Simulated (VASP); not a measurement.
# Ag in VASP: notebook

Ag is run at these levels: PBE; tasks: single point.

Everything below comes from runs of VASP 6.6.1. Logs are shortened: lines on timing, memory, paths and dates and some standing lists are left out, and cuts for length are marked.

**1. The cell of the first run**

The cell holds a slab with vacuum, 4 atoms: a = 2.932 Å, b = 2.932 Å, c = 14.127 Å, α = 90.00°, β = 90.00°, γ = 120.00°.

**2. Single point, PBE**

File INCAR:

```
ALGO = Normal ; DIPOL = 0.5 0.5 0.500
EDIFF = 1E-6 ; ENCUT = 520
GGA = PE ; IDIPOL = 3
ISIF = 2 ; ISMEAR = -1
LASPH = T ; LCHARG = F
LDIPOL = T ; LREAL = F
LWAVE = F ; NBANDS = 30
NELM = 60 ; PREC = Accurate
SIGMA = 0.05
```

File KPOINTS:

```
k-points
0
Gamma
  14 14 1
```

File POSCAR:

```
Ag
1.0
    2.9322829450      0.0000000000      0.0000000000
   -1.4661414725      2.5394315215      0.0000000000
    0.0000000000      0.0000000000     14.1272000000
Ag
4
Direct
    0.0000000000      0.0000000000      0.2477483418
    0.3333333333      0.6666666667      0.4163833449
    0.6666666667      0.3333333333      0.5836166535
    0.0000000000      0.0000000000      0.7522516582
```

Potentials or basis: VASP PAW PBE potentials, release 64 (Ag).

Command:

```sh
$ cat potpaw_PBE.64/Ag/POTCAR > POTCAR
$ mpirun -np 1 vasp_std > vasp.out
```

OUTCAR:

```text
EDIFF = 1E-6
   ENCUT = 520
   GGA = PE
   ISIF = 2
   ISMEAR = -1
   LASPH = T
   LREAL = F
   NELM = 60
   PREC = Accurate

 ion  position               nearest neighbor table
   1  0.000  0.000  0.248-   2 2.92   2 2.92   2 2.92
   2  0.333  0.667  0.416-   3 2.91   3 2.91   3 2.91   1 2.92   1 2.92   1 2.92
   3  0.667  0.333  0.584-   2 2.91   2 2.91   2 2.91   4 2.92   4 2.92   4 2.92
   4  0.000  0.000  0.752-   3 2.92   3 2.92   3 2.92

  LATTYP: Found a hexagonal cell.
 ALAT       =     2.9322829450
 C/A-ratio  =     4.8178161061

  Lattice vectors:

 A1 = (   2.9322829450,   0.0000000000,   0.0000000000)
 A2 = (  -1.4661414725,   2.5394315215,   0.0000000000)
 A3 = (   0.0000000000,   0.0000000000,  14.1272000000)

Analysis of symmetry for initial positions (statically):
=====================================================================
 Subroutine PRICEL returns:
 Original cell was already a primitive cell.

 Routine SETGRP: Setting up the symmetry group for a
 hexagonal supercell.

 Subroutine GETGRP returns: Found 12 space group operations
 (whereof 12 operations were pure point group operations)
 out of a pool of 24 trial point group operations.

The static configuration has the point symmetry D_3d.

Analysis of symmetry for dynamics (positions and initial velocities):
=====================================================================
 Subroutine PRICEL returns:
 Original cell was already a primitive cell.

 Routine SETGRP: Setting up the symmetry group for a
 hexagonal supercell.

 Subroutine GETGRP returns: Found 12 space group operations
 (whereof 12 operations were pure point group operations)
 out of a pool of 24 trial point group operations.

The dynamic configuration has the point symmetry D_3d.

 Subroutine INISYM returns: Found 12 space group operations
 (whereof 12 operations are pure point group operations),
 and found     1 'primitive' translations

----------------------------------------------------------------------------------------

                                     Primitive cell

  volume of cell :     105.1958

  direct lattice vectors                    reciprocal lattice vectors
     2.932282945  0.000000000  0.000000000     0.341031210  0.196894461  0.000000000
    -1.466141472  2.539431522  0.000000000     0.000000000  0.393788921  0.000000000
     0.000000000  0.000000000 14.127200000     0.000000000  0.000000000  0.070785435

  length of vectors
     2.932282945  2.932282945 14.127200000     0.393788921  0.393788921  0.070785435

  position of ions in fractional coordinates (direct lattice)
     0.000000000  0.000000000  0.247748342
     0.333333333  0.666666667  0.416383345
     0.666666667  0.333333333  0.583616654
     0.000000000  0.000000000  0.752251658

  ion indices of the primitive-cell ions
   primitive index   ion index
                 1           1
                 2           2
                 3           3
                 4           4

----------------------------------------------------------------------------------------

 KPOINTS: k-points

Automatic generation of k-mesh.
 Grid dimensions read from file:
 generate k-points for:   14   14    1

 Generating k-lattice:

  Cartesian coordinates                     Fractional coordinates (reciprocal lattice)
     0.024359372  0.014063890  0.000000000     0.071428571  0.000000000  0.000000000
     0.000000000  0.028127780  0.000000000     0.000000000  0.071428571  0.000000000
     0.000000000  0.000000000  0.070785435     0.000000000  0.000000000  1.000000000

  Length of vectors
     0.028127780  0.028127780  0.070785435

  Shift w.r.t. Gamma in fractional coordinates (k-lattice)
     0.000000000  0.000000000  0.000000000

 Subroutine IBZKPT returns following result:
 ===========================================

 Found     24 irreducible k-points:

 Following reciprocal coordinates:
            Coordinates               Weight
  0.000000  0.000000  0.000000      1.000000
  0.071429 -0.000000  0.000000      6.000000
  0.142857 -0.000000  0.000000      6.000000
  0.214286 -0.000000  0.000000      6.000000
  0.285714 -0.000000  0.000000      6.000000
  0.357143 -0.000000  0.000000      6.000000
[... 16 lines left out ...]
  0.285714  0.285714  0.000000      6.000000
  0.357143  0.285714  0.000000      6.000000
   k-points           NKPTS =     24   k-points in BZ     NKDIM =     24   number of bands    NBANDS=     30
   number of dos      NEDOS =    301   number of ions     NIONS =      4
   total plane-waves  NPLWV =  62208
   dimension x,y,z NGX =    24 NGY =   24 NGZ =  108
   dimension x,y,z NGXF=    48 NGYF=   48 NGZF=  216
   ions per type =               4
   NGX,Y,Z   is equivalent  to a cutoff of  13.61, 13.61, 12.71 a.u.
   NGXF,Y,Z  is equivalent  to a cutoff of  27.21, 27.21, 25.42 a.u.
 SYSTEM =  unknown system
   PREC   = accura    normal or accurate (medium, high low for compatibility)
   ISTART =      0    job   : 0-new  1-cont  2-samecut
   ICHARG =      2    charge: 1-file 2-atom 10-const
   ISPIN  =      1    spin polarized calculation?
   LNONCOLLINEAR =      F non collinear calculations
   LSORBIT =      F    spin-orbit coupling
   LASPH  =      T    aspherical Exc in radial PAW
   ENCUT  =  520.0 eV  38.22 Ry    6.18 a.u.   5.45  5.45 26.27*2*pi/ulx,y,z
   NELM   =     60;   NELMIN=  2; NELMDL= -5     # of ELM steps
   EDIFF  = 0.1E-05   stopping-criterion for ELM
   LREAL  =      F    real-space projection
   EDIFFG = 0.1E-04   stopping-criterion for IOM
   NSW    =      0    number of steps for IOM
   IBRION =     -1    ionic relax: 0-MD 1-quasi-New 2-CG
   NFREE  =      0    steps in history (QN), initial steepest desc. (CG)
   ISIF   =      2    stress and relaxation
   ISYM   =      2    0-nonsym 1-usesym 2-fastsym
   POTIM  = 0.5000    time-step for ionic-motion
   TEBEG  =    0.0;   TEEND  =   0.0 temperature during run
   PSTRESS=    0.0 pullay stress
   NELECT =      44.0000    total number of electrons
   NUPDOWN=      -1.0000    fix difference up-down
   EMIN   =  10.00;   EMAX   =-10.00  energy-range for DOS
   EFERMI =   0.00;   METHOD = LEGACY
   ISMEAR =    -1;   SIGMA  =   0.05  broadening in eV -4-tet -1-fermi 0-gaus
   EFERMI_NEDOS =   21; number of points for ismear=-14 and -15
   IALGO  =     38    algorithm
   IMIX   =      4    mixing-type and parameters
     AMIX     =   0.40;   BMIX     =  1.00
     AMIX_MAG =   1.60;   BMIX_MAG =  1.00
  volume/ion in A,a.u.               =      26.30       177.47
  Fermi-wavevector in a.u.,A,eV,Ry     =   1.224314  2.313618 20.394390  1.498945
  Thomas-Fermi vector in A             =   2.359393
   LORBIT       =      0    0 simple, 1 ext, 2 COOP (PROOUT), +10 PAW based schemes
   GGA     = PE    functional components
[... 5 lines left out ...]
 non-spin polarized calculation
  energy-cutoff  :      520.00
  volume of cell :      105.20
 maximum number of plane-waves:      2877
 NGX is ok and might be reduce to    24
   NGX = 11   NGY = 11   NGZ = 53

 number of electron      44.0000012 magnetization

 dipolmoment           0.000000      0.000000      0.000000 electrons x Angstroem

 Free energy of the ion-electron system (eV)
  ---------------------------------------------------
  ext. energy  EPLUGINS =         0.00000000
  ---------------------------------------------------
  free energy    TOTEN  =       -10.19860449 eV

  energy without entropy =      -10.19090343  energy(sigma->0) =      -10.19475396

 E-fermi :   3.9078     XC(G=0):  -8.9862

 val. band max:        3.8832457746   @ k =   0.4286   0.0714   0.0000
 cond. band min:       3.9113743923   @ k =   0.3571  -0.0000   0.0000
 fundamental gap:      0.0281286177
 Fermi energy:         3.9078078085

 k-point     1 :       0.0000    0.0000    0.0000
  band No.  band energies     occupation
      1      -3.1918      2.00000
      2      -2.3216      2.00000
      3      -2.0704      2.00000
      4      -1.9119      2.00000
      5      -0.7088      2.00000
      6      -0.6826      2.00000
[... 22 lines left out ...]
     29      14.2367      0.00000
     30      19.3529      0.00000

 k-point     2 :       0.0714   -0.0000    0.0000
  band No.  band energies     occupation
      1      -3.0583      2.00000
      2      -2.2015      2.00000
      3      -1.9787      2.00000
      4      -1.8120      2.00000
      5      -0.7766      2.00000
      6      -0.7290      2.00000
[... 22 lines left out ...]
     29      14.3338      0.00000
     30      19.0686      0.00000

 k-point     3 :       0.1429   -0.0000    0.0000
  band No.  band energies     occupation
      1      -2.6850      2.00000
      2      -1.9036      2.00000
      3      -1.7347      2.00000
      4      -1.5628      2.00000
      5      -0.9697      2.00000
      6      -0.8279      2.00000
[... 22 lines left out ...]
     29      14.6199      0.00000
     30      17.1019      0.00000

 k-point     4 :       0.2143   -0.0000    0.0000
  band No.  band energies     occupation
      1      -2.1992      2.00000
      2      -1.6938      2.00000
      3      -1.5242      2.00000
      4      -1.3310      2.00000
      5      -1.1358      2.00000
      6      -0.9356      2.00000
[... 22 lines left out ...]
     29      14.7476      0.00000
     30      15.0717      0.00000

 k-point     5 :       0.2857   -0.0000    0.0000
  band No.  band energies     occupation
      1      -1.9121      2.00000
      2      -1.7593      2.00000
      3      -1.5826      2.00000
      4      -1.4337      2.00000
      5      -1.2729      2.00000
      6      -1.0460      2.00000
[... 22 lines left out ...]
     29      13.0676      0.00000
     30      14.4483      0.00000
[... 526 lines left out ...]
     29      11.7988      0.00000
     30      11.9899      0.00000

 k-point    22 :       0.3571    0.2143    0.0000
  band No.  band energies     occupation
      1      -1.7390      2.00000
      2      -1.5794      2.00000
      3      -1.5044      2.00000
      4      -1.2784      2.00000
      5      -1.1726      2.00000
      6      -1.1100      2.00000
[... 22 lines left out ...]
     29      11.2937      0.00000
     30      11.6413      0.00000

 k-point    23 :       0.2857    0.2857    0.0000
  band No.  band energies     occupation
      1      -1.6007      2.00000
      2      -1.5503      2.00000
      3      -1.3396      2.00000
      4      -1.1832      2.00000
      5      -1.1624      2.00000
      6      -0.9877      2.00000
[... 22 lines left out ...]
     29      10.7441      0.00000
     30      11.3696      0.00000

 k-point    24 :       0.3571    0.2857    0.0000
  band No.  band energies     occupation
      1      -1.5840      2.00000
      2      -1.4555      2.00000
      3      -1.3782      2.00000
      4      -1.1991      2.00000
      5      -1.1724      2.00000
      6      -0.9599      2.00000
[... 22 lines left out ...]
     29      10.6107      0.00000
     30      10.8903      0.00000

------------------------ aborting loop because EDIFF is reached ----------------------------------------

 vacuum level on the upper side and lower side of the slab       (xc-potential included)        -1.688        -1.688

  FORCE on cell =-STRESS in cart. coord.  units (eV):
  Direction    XX          YY          ZZ          XY          YZ          ZX
  --------------------------------------------------------------------------------------
  -------------------------------------------------------------------------------------
  Total       -0.7369106     -0.7369106     -0.0854792      0.0000000      0.0000000      0.0000000
  in kB      -11.2234639    -11.2234639     -1.3018841      0.0000000      0.0000000      0.0000000
  external PRESSURE =      -7.9162706 kB  Pullay stress =       0.0000000 kB

 VOLUME and BASIS-vectors are now :
 -----------------------------------------------------------------------------
  energy-cutoff  :      520.00
  volume of cell :      105.20
      direct lattice vectors                 reciprocal lattice vectors
     2.932282945  0.000000000  0.000000000     0.341031210  0.196894461  0.000000000
    -1.466141472  2.539431522  0.000000000     0.000000000  0.393788921  0.000000000
     0.000000000  0.000000000 14.127200000     0.000000000  0.000000000  0.070785435

 POSITION                                       TOTAL-FORCE (eV/Angst)
 -----------------------------------------------------------------------------------
      0.00000      0.00000      3.49999         0.000000      0.000000      0.012969
     -0.00000      1.69295      5.88233        -0.000000      0.000000     -0.002380
      1.46614      0.84648      8.24487         0.000000     -0.000000      0.002380
      0.00000      0.00000     10.62721         0.000000     -0.000000     -0.012969
 -----------------------------------------------------------------------------------
    total drift:                                0.000000      0.000000      0.000017

  FREE ENERGIE OF THE ION-ELECTRON SYSTEM (eV)
  ---------------------------------------------------
  free  energy   TOTEN  =       -10.1986044900 eV

  energy  without entropy=      -10.1909034312  energy(sigma->0) =      -10.19475396

 vacuum level on the upper side and lower side of the slab         6.663         6.663
```

Run time: 64 s. Hardware: 1 thread of Intel Xeon Platinum 8259CL at 2.50GHz (Skylake/Cascade Lake), shared host; peak memory 0.25 GiB.

What came out:

| Item | Value |
| --- | --- |
| Free energy | -10.1986 eV |
| Largest force | 0.013 eV/Å |
| Band gap on the k mesh | zero (band 22 reaches 6.81 eV, above the bottom of band 23 at 0.92 eV) |

Forces on the atoms (eV/Å):
```
Ag   0.000  0.000  0.013
Ag   0.000  0.000 -0.002
Ag   0.000  0.000  0.002
Ag   0.000  0.000 -0.013
```

**3. Single point, PBE**

This run uses another cell than the first one, of 43.16 Å³/atom, 1.641 times its volume.

File INCAR:

```
SYSTEM = Ag
PREC = Accurate
ENCUT = 520
EDIFF = 1E-6
ISMEAR = -1
SIGMA = 0.05
LREAL = .FALSE.
LASPH = .TRUE.
NELM = 100
ALGO = Normal
ISIF = 2
LWAVE = .FALSE.
LCHARG = .TRUE.
LDIPOL = .TRUE.
IDIPOL = 3
DIPOL = 0.5 0.5 0.500
GGA = PE
LELF = .TRUE.
LVHAR = .TRUE.
LVACPOTAV = .TRUE.
NBANDS = 30
```

File KPOINTS:

```
Automatic mesh
0
G
  14 14 1
  0 0 0
```

File POSCAR:

```
Ag
1.0
    2.9322829450      0.0000000000      0.0000000000
   -1.4661414725      2.5394315215      0.0000000000
    0.0000000000      0.0000000000     23.1826000000
Ag
4
Direct
    0.0000000000      0.0000000000      0.3450864658
    0.3333333340      0.6666666660      0.4483621548
    0.6666666670      0.3333333330      0.5516378445
    0.0000000000      0.0000000000      0.6549135342
```

Potentials or basis: VASP PAW PBE potentials, release 64 (Ag).

Command:

```sh
$ cat potpaw_PBE.64/Ag/POTCAR > POTCAR
$ mpirun -np 1 vasp_std > vasp.out
```

Run time: 2.5 min. Hardware: 1 thread of Intel Xeon Platinum 8259CL at 2.50GHz (Skylake/Cascade Lake), shared host; peak memory 0.34 GiB.

It converged, with:

```yaml
Free_energy: -10.2026 eV
Largest_force: 0.058 eV/Å
Band_gap_on_the_k_mesh: zero (band 22 reaches 3.56 eV, above the bottom of band 23 at -2.36 eV)
```

Forces in eV/Å, atoms in the order of the input:
```
Ag   0.000  0.000  0.046
Ag   0.000  0.000  0.058
Ag   0.000  0.000 -0.058
Ag   0.000  0.000 -0.046
```

Levels at points of the mesh, in eV from the Fermi level:
```
           k point  band 19  band 20  band 21  band 22  band 23  band 24  band 25  band 26
(0.00, 0.00, 0.00)    -3.23    -3.23    -3.23    -3.00    -3.00    -0.91     0.35     4.04
(0.50, 0.00, 0.00)    -2.73    -2.72     0.20     0.91     1.40     1.65     3.81     4.39
```

(Part 1 of 2 ends here.)
